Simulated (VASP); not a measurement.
# Rh in VASP: notebook

Runs on Rh. Level: r2SCAN. Tasks: single point.

Program: VASP 6.6.1. These are calculated values, not measurements. Logs are shortened: lines on timing, memory, paths and dates and some standing lists are left out, and cuts for length are marked.

### Step 1. The cell of the first run

The cell holds a wire or tube with vacuum around it, 2 atoms: a = 10.100 Å, b = 9.300 Å, c = 2.526 Å, α = 90.00°, β = 90.00°, γ = 90.00°.

### Step 2. Single point, r2SCAN, collinear spin, ferromagnetic start

Input file POSCAR:

```
Rh
1.0
   10.1000000000      0.0000000000      0.0000000000
    0.0000000000      9.3000000000      0.0000000000
    0.0000000000      0.0000000000      2.5257928506
Rh
2
Direct
    0.3942736128      0.5000000000      0.0000000000
    0.6057263872      0.5000000000      0.5000000000
```

Input file INCAR.step1:

```
  PREC = Accurate
  ENCUT = 520
  ISMEAR = 0
  SIGMA = 0.05
  LREAL = False
  LASPH = True
  NELM = 150
  ISPIN = 2
  MAGMOM = 1.5 1.5
  LMAXMIX = 4
  NBANDS = 26
  GGA = PE
  ALGO = Normal
  EDIFF = 1E-4
  LWAVE = True
  LCHARG = False
```

Input file INCAR.step2:

```
  PREC = Accurate
  ENCUT = 520
  EDIFF = 1E-7
  ISMEAR = 0
  SIGMA = 0.05
  LREAL = False
  LASPH = True
  NELM = 150
  ALGO = Normal
  ISIF = 2
  LWAVE = False
  LCHARG = False
  ISPIN = 2
  MAGMOM = 1.5 1.5
  LORBIT = 11
  LMAXMIX = 4
  METAGGA = R2SCAN
  LMIXTAU = True
  NBANDS = 26
  ISTART = 1
```

Input file KPOINTS:

```
Automatic mesh
0
Gamma
  1 1 15
```

Potentials or basis: VASP PAW PBE potentials, release 64 (Rh_pv).

Launch:

```
$ cat potpaw_PBE.64/Rh_pv/POTCAR > POTCAR
$ cp INCAR.step1 INCAR
$ mpirun -np 1 vasp_std > vasp.out
$ cp INCAR.step2 INCAR
$ mpirun -np 1 vasp_std > vasp.out
```

OUTCAR:

```text
PREC = Accurate
   ENCUT = 520
   EDIFF = 1E-7
   ISMEAR = 0
   LREAL = False
   LASPH = True
   NELM = 150
   ISIF = 2
   ISPIN = 2
   LORBIT = 11
   METAGGA = R2SCAN
   ISTART = 1

 ion  position               nearest neighbor table
   1  0.394  0.500  0.000-   2 2.48   2 2.48
   2  0.606  0.500  0.500-   1 2.48   1 2.48

  LATTYP: Found a simple orthorhombic cell.
 ALAT       =     2.5257928506
 B/A-ratio  =     3.6820121641
 C/A-ratio  =     3.9987443933

  Lattice vectors:

 A1 = (   0.0000000000,   0.0000000000,  -2.5257928506)
 A2 = (   0.0000000000,   9.3000000000,   0.0000000000)
 A3 = (  10.1000000000,   0.0000000000,   0.0000000000)

Analysis of symmetry for initial positions (statically):
=====================================================================
 Subroutine PRICEL returns:
 Original cell was already a primitive cell.

 Routine SETGRP: Setting up the symmetry group for a
 simple orthorhombic supercell.

 Subroutine GETGRP returns: Found  8 space group operations
 (whereof  4 operations were pure point group operations)
 out of a pool of  8 trial point group operations.

The static configuration has the point symmetry C_2v.
 The point group associated with its full space group is D_2h.

Analysis of symmetry for dynamics (positions and initial velocities):
=====================================================================
 Subroutine PRICEL returns:
 Original cell was already a primitive cell.

 Routine SETGRP: Setting up the symmetry group for a
 simple orthorhombic supercell.

 Subroutine GETGRP returns: Found  8 space group operations
 (whereof  4 operations were pure point group operations)
 out of a pool of  8 trial point group operations.

The dynamic configuration has the point symmetry C_2v.
 The point group associated with its full space group is D_2h.

Analysis of structural, dynamic, and magnetic symmetry:
=====================================================================
 Subroutine PRICEL returns:
 Original cell was already a primitive cell.

 Routine SETGRP: Setting up the symmetry group for a
 simple orthorhombic supercell.

 Subroutine GETGRP returns: Found  8 space group operations
 (whereof  4 operations were pure point group operations)
 out of a pool of  8 trial point group operations.

The overall configuration has the point symmetry C_2v.
 The point group associated with its full space group is D_2h.

 Subroutine INISYM returns: Found  8 space group operations
 (whereof  4 operations are pure point group operations),
 and found     1 'primitive' translations

----------------------------------------------------------------------------------------

                                     Primitive cell

  volume of cell :     237.2477

  direct lattice vectors                    reciprocal lattice vectors
    10.100000000  0.000000000  0.000000000     0.099009901  0.000000000  0.000000000
     0.000000000  9.300000000  0.000000000     0.000000000  0.107526882  0.000000000
     0.000000000  0.000000000  2.525792851     0.000000000  0.000000000  0.395915286

  length of vectors
    10.100000000  9.300000000  2.525792851     0.099009901  0.107526882  0.395915286

  position of ions in fractional coordinates (direct lattice)
     0.394273613  0.500000000  0.000000000
     0.605726387  0.500000000  0.500000000

  ion indices of the primitive-cell ions
   primitive index   ion index
                 1           1
                 2           2

----------------------------------------------------------------------------------------

 KPOINTS: Automatic mesh

Automatic generation of k-mesh.
 Grid dimensions read from file:
 generate k-points for:    1    1   15

 Generating k-lattice:

  Cartesian coordinates                     Fractional coordinates (reciprocal lattice)
     0.099009901  0.000000000  0.000000000     1.000000000  0.000000000  0.000000000
     0.000000000  0.107526882  0.000000000     0.000000000  1.000000000  0.000000000
     0.000000000  0.000000000  0.026394352     0.000000000  0.000000000  0.066666667

  Length of vectors
     0.099009901  0.107526882  0.026394352

  Shift w.r.t. Gamma in fractional coordinates (k-lattice)
     0.000000000  0.000000000  0.000000000

 Subroutine IBZKPT returns following result:
 ===========================================

 Found      8 irreducible k-points:

 Following reciprocal coordinates:
            Coordinates               Weight
  0.000000  0.000000  0.000000      1.000000
  0.000000  0.000000  0.066667      2.000000
  0.000000  0.000000  0.133333      2.000000
  0.000000  0.000000  0.200000      2.000000
  0.000000  0.000000  0.266667      2.000000
  0.000000  0.000000  0.333333      2.000000
  0.000000  0.000000  0.400000      2.000000
  0.000000  0.000000  0.466667      2.000000
   k-points           NKPTS =      8   k-points in BZ     NKDIM =      8   number of bands    NBANDS=     26
   number of dos      NEDOS =    301   number of ions     NIONS =      2
   total plane-waves  NPLWV = 112000
   dimension x,y,z NGX =    80 NGY =   70 NGZ =   20
   dimension x,y,z NGXF=   160 NGYF=  140 NGZF=   40
   ions per type =               2
   NGX,Y,Z   is equivalent  to a cutoff of  13.17, 12.51, 13.16 a.u.
   NGXF,Y,Z  is equivalent  to a cutoff of  26.34, 25.03, 26.33 a.u.
 SYSTEM =  unknown system
   PREC   = accura    normal or accurate (medium, high low for compatibility)
   ISTART =      1    job   : 0-new  1-cont  2-samecut
   ICHARG =      0    charge: 1-file 2-atom 10-const
   ISPIN  =      2    spin polarized calculation?
   LNONCOLLINEAR =      F non collinear calculations
   LSORBIT =      F    spin-orbit coupling
   LASPH  =      T    aspherical Exc in radial PAW
   ENCUT  =  520.0 eV  38.22 Ry    6.18 a.u.  18.78 17.29  4.70*2*pi/ulx,y,z
   NELM   =    150;   NELMIN=  2; NELMDL=  0     # of ELM steps
   EDIFF  = 0.1E-06   stopping-criterion for ELM
   LREAL  =      F    real-space projection
   EDIFFG = 0.1E-05   stopping-criterion for IOM
   NSW    =      0    number of steps for IOM
   IBRION =     -1    ionic relax: 0-MD 1-quasi-New 2-CG
   NFREE  =      0    steps in history (QN), initial steepest desc. (CG)
   ISIF   =      2    stress and relaxation
   ISYM   =      2    0-nonsym 1-usesym 2-fastsym
   POTIM  = 0.5000    time-step for ionic-motion
   TEBEG  =    0.0;   TEEND  =   0.0 temperature during run
   PSTRESS=    0.0 pullay stress
   NELECT =      30.0000    total number of electrons
   NUPDOWN=      -1.0000    fix difference up-down
   EMIN   =  10.00;   EMAX   =-10.00  energy-range for DOS
   EFERMI =   0.00;   METHOD = LEGACY
   ISMEAR =     0;   SIGMA  =   0.05  broadening in eV -4-tet -1-fermi 0-gaus
   EFERMI_NEDOS =   21; number of points for ismear=-14 and -15
   IALGO  =     38    algorithm
   IMIX   =      4    mixing-type and parameters
     AMIX     =   0.40;   BMIX     =  1.00
     AMIX_MAG =   1.60;   BMIX_MAG =  1.00
  volume/ion in A,a.u.               =     118.62       800.51
  Fermi-wavevector in a.u.,A,eV,Ry     =   0.821702  1.552792  9.186584  0.675195
  Thomas-Fermi vector in A             =   1.932908
   LORBIT       =     11    0 simple, 1 ext, 2 COOP (PROOUT), +10 PAW based schemes
   METAGGA = R2SCAN    functional components
   LHFCALC =     F    Hartree Fock is set to
   AEXX    =    0.0000 exact exchange contribution
   IVDW    =     0    specifies the selected vdW correction
   LEPSILON=     F    determine dielectric tensor
   LRPA    =     F    only Hartree local field effects (RPA)
 spin polarized calculation
 Gauss-broadening in eV      SIGMA  =   0.05
  energy-cutoff  :      520.00
  volume of cell :      237.25
 maximum number of plane-waves:      6411
 NGX is ok and might be reduce to    80
   NGX = 37   NGY = 35   NGZ =  9

 number of electron      29.9999992 magnetization       2.9326172

 Free energy of the ion-electron system (eV)
  ---------------------------------------------------
  ext. energy  EPLUGINS =         0.00000000
  ---------------------------------------------------
  free energy    TOTEN  =       -42.97116892 eV

  energy without entropy =      -42.96656154  energy(sigma->0) =      -42.96886523

 E-fermi :  -2.6823     XC(G=0):  -3.1827

 val. band max:       -2.6947700468   @ k =   0.0000   0.0000   0.0000
 cond. band min:      -2.6751678849   @ k =   0.0000   0.0000   0.2667
 fundamental gap:      0.0196021618
 Fermi energy:        -2.6822755611

 spin component 1

 k-point     1 :       0.0000    0.0000    0.0000
  band No.  band energies     occupation
      1     -51.2737      1.00000
      2     -50.7280      1.00000
      3     -50.6511      1.00000
      4     -50.6402      1.00000
      5     -50.5721      1.00000
      6     -50.5458      1.00000
[... 18 lines left out ...]
     25       3.4429      0.00000
     26       4.1829      0.00000
[... 179 lines left out ...]
      3     -50.8365      1.00000
      4     -50.7803      1.00000
      5     -50.5188      1.00000
      6     -50.5089      1.00000
[... 18 lines left out ...]
     25       7.8006      0.00000
     26       8.2284      0.00000
 Fermi energy:        -2.6822755611

 spin component 2

 k-point     1 :       0.0000    0.0000    0.0000
  band No.  band energies     occupation
      1     -49.9499      1.00000
      2     -49.2985      1.00000
      3     -49.2834      1.00000
      4     -49.1867      1.00000
      5     -49.1312      1.00000
      6     -49.0863      1.00000
[... 18 lines left out ...]
     25       3.5253      0.00000
     26       4.3102      0.00000
[... 180 lines left out ...]
      4     -49.4138      1.00000
      5     -49.0582      1.00000
      6     -49.0476      1.00000
[... 18 lines left out ...]
     25       7.9505      0.00000
     26       8.3659      0.00000

------------------------ aborting loop because EDIFF is reached ----------------------------------------

  FORCE on cell =-STRESS in cart. coord.  units (eV):
  Direction    XX          YY          ZZ          XY          YZ          ZX
  --------------------------------------------------------------------------------------
  -------------------------------------------------------------------------------------
  Total       -0.3215956     -0.0349885     -0.6326358      0.0000000      0.0000000      0.0000000
  in kB       -2.1717941     -0.2362834     -4.2723054      0.0000000      0.0000000      0.0000000
  external PRESSURE =      -2.2267943 kB  Pullay stress =       0.0000000 kB

 VOLUME and BASIS-vectors are now :
 -----------------------------------------------------------------------------
  energy-cutoff  :      520.00
  volume of cell :      237.25
      direct lattice vectors                 reciprocal lattice vectors
    10.100000000  0.000000000  0.000000000     0.099009901  0.000000000  0.000000000
     0.000000000  9.300000000  0.000000000     0.000000000  0.107526882  0.000000000
     0.000000000  0.000000000  2.525792851     0.000000000  0.000000000  0.395915286

 POSITION                                       TOTAL-FORCE (eV/Angst)
 -----------------------------------------------------------------------------------
      3.98216      4.65000      0.00000         0.138679      0.000000      0.000000
      6.11784      4.65000      1.26290        -0.138679      0.000000      0.000000
 -----------------------------------------------------------------------------------
    total drift:                               -0.000000      0.000000     -0.000000

  FREE ENERGIE OF THE ION-ELECTRON SYSTEM (eV)
  ---------------------------------------------------
  free  energy   TOTEN  =       -42.9711689217 eV

  energy  without entropy=      -42.9665615384  energy(sigma->0) =      -42.96886523

 total charge

# of ion       s       p       d       tot
------------------------------------------
    1        0.406   6.122   7.199  13.726
    2        0.406   6.122   7.199  13.726
--------------------------------------------------
tot          0.812  12.243  14.397  27.452

 magnetization (x)

# of ion       s       p       d       tot
------------------------------------------
    1        0.014   0.008   1.317   1.339
    2        0.014   0.008   1.317   1.339
--------------------------------------------------
tot          0.029   0.016   2.634   2.678
```

Run time: 5.4 min. Hardware: 1 thread of Intel Xeon 6975P-C (Granite Rapids), shared host; peak memory 0.49 GiB.

Results:

```yaml
Free_energy: -42.9712 eV
Largest_force: 0.139 eV/Å
Net_moment: 2.93 μB per cell
Site_moments: Rh +1.34 μB
Valence_electrons_inside_the_program's_atomic_spheres: Rh 13.73
```

Forces in eV/Å, atoms in the order of the input:
```
Rh   0.139  0.000  0.000
Rh  -0.139  0.000  0.000
```

Caveat: the PAW data sets were made with another functional, which shifts forces and pressure a little.

### Step 3. Single point, r2SCAN, collinear spin, ferromagnetic start

This run uses another cell than the first one.

Input file POSCAR:

```
Rh
1.0
   10.1000000000      0.0000000000      0.0000000000
    0.0000000000      9.3000000000      0.0000000000
    0.0000000000      0.0000000000      4.3528403892
Rh
2
Direct
    0.4461282130      0.5000000000      0.0000000000
    0.5538717870      0.5000000000      0.5000000000
```

Input file INCAR.step1:

```
  ALGO = Normal
  EDIFF = 1E-4
  ENCUT = 520
  GGA = PE
  ISMEAR = 0
  ISPIN = 2
  LASPH = True
  LCHARG = False
  LMAXMIX = 4
  LREAL = False
  LWAVE = True
  MAGMOM = 1.5 1.5
  NBANDS = 26
  NELM = 150
  PREC = Accurate
  SIGMA = 0.05
```

Input file INCAR.step2:

```
  ALGO = Normal
  EDIFF = 1E-6
  ENCUT = 520
  ISIF = 2
  ISMEAR = 0
  ISPIN = 2
  ISTART = 1
  LASPH = True
  LCHARG = True
  LELF = True
  LMAXMIX = 4
  LMIXTAU = True
  LORBIT = 11
  LREAL = False
  LVHAR = True
  LWAVE = False
  MAGMOM = 1.5 1.5
  METAGGA = R2SCAN
  NBANDS = 26
  NELM = 150
  PREC = Accurate
  SIGMA = 0.05
```

Input file KPOINTS:

```
k-points
0
Gamma
  1 1 15
```

Potentials or basis: VASP PAW PBE potentials, release 64 (Rh_pv).

Launch:

```
$ cat potpaw_PBE.64/Rh_pv/POTCAR > POTCAR
$ cp INCAR.step1 INCAR
$ mpirun -np 1 vasp_std > vasp.out
$ cp INCAR.step2 INCAR
$ mpirun -np 1 vasp_std > vasp.out
```

OUTCAR:

```text
EDIFF = 1E-6
   ENCUT = 520
   ISIF = 2
   ISMEAR = 0
   ISPIN = 2
   ISTART = 1
   LASPH = True
   LORBIT = 11
   LREAL = False
   METAGGA = R2SCAN
   NELM = 150
   PREC = Accurate

 ion  position               nearest neighbor table
   1  0.446  0.500  0.000-   2 2.43   2 2.43
   2  0.554  0.500  0.500-   1 2.43   1 2.43

  LATTYP: Found a simple orthorhombic cell.
 ALAT       =     4.3528403892
 B/A-ratio  =     2.1365359555
 C/A-ratio  =     2.3203239947

  Lattice vectors:

 A1 = (   0.0000000000,   0.0000000000,  -4.3528403892)
[... 662 lines left out ...]
  external PRESSURE =      -9.2294386 kB  Pullay stress =       0.0000000 kB

 VOLUME and BASIS-vectors are now :
 -----------------------------------------------------------------------------
  energy-cutoff  :      520.00
  volume of cell :      408.86
      direct lattice vectors                 reciprocal lattice vectors
    10.100000000  0.000000000  0.000000000     0.099009901  0.000000000  0.000000000
     0.000000000  9.300000000  0.000000000     0.000000000  0.107526882  0.000000000
     0.000000000  0.000000000  4.352840389     0.000000000  0.000000000  0.229735049

 POSITION                                       TOTAL-FORCE (eV/Angst)
 -----------------------------------------------------------------------------------
      4.50589      4.65000      0.00000         0.336784      0.000000      0.000000
      5.59411      4.65000      2.17642        -0.336784      0.000000      0.000000
 -----------------------------------------------------------------------------------
    total drift:                               -0.000000      0.000000     -0.000000

  FREE ENERGIE OF THE ION-ELECTRON SYSTEM (eV)
  ---------------------------------------------------
  free  energy   TOTEN  =       -41.6630272774 eV

  energy  without entropy=      -41.6610984430  energy(sigma->0) =      -41.66206286

 total charge

# of ion       s       p       d       tot
------------------------------------------
    1        0.383   6.064   7.160  13.607
    2        0.383   6.064   7.160  13.607
--------------------------------------------------
tot          0.766  12.128  14.320  27.213

 magnetization (x)

# of ion       s       p       d       tot
------------------------------------------
    1        0.053  -0.003   1.538   1.588
    2        0.053  -0.003   1.538   1.588
--------------------------------------------------
tot          0.105  -0.006   3.077   3.177
```

Wall time 13 min (1 thread of Intel Xeon 6975P-C (Granite Rapids), shared host); peak memory 0.71 GiB.

Results:

```
Free energy                                           : -41.6630 eV
Largest force                                         : 0.337 eV/Å
Net moment                                            : 3.47 μB per cell
Site moments                                          : Rh +1.59 μB
Valence electrons inside the program's atomic spheres : Rh 13.61
```

Forces on the atoms (eV/Å):
```
Rh   0.337  0.000  0.000
Rh  -0.337  0.000  0.000
```

Levels at points of the mesh, in eV from the Fermi level:
Spin up:
```
           k point  band 15  band 16  band 17  band 18  band 19  band 20
(0.00, 0.00, 0.00)    -1.27    -1.24    -0.79     2.15     2.77     4.43
```
Spin down:
| k point | band 11 | band 12 | band 13 | band 14 | band 15 | band 16 | band 17 | band 18 |
| --- | --- | --- | --- | --- | --- | --- | --- | --- |
| (0.00, 0.00, 0.00) | -0.70 | -0.47 | -0.43 | -0.31 | 0.15 | 0.52 | 0.98 | 2.73 |

Caveat: the PAW data sets were made with another functional, which shifts forces and pressure a little.
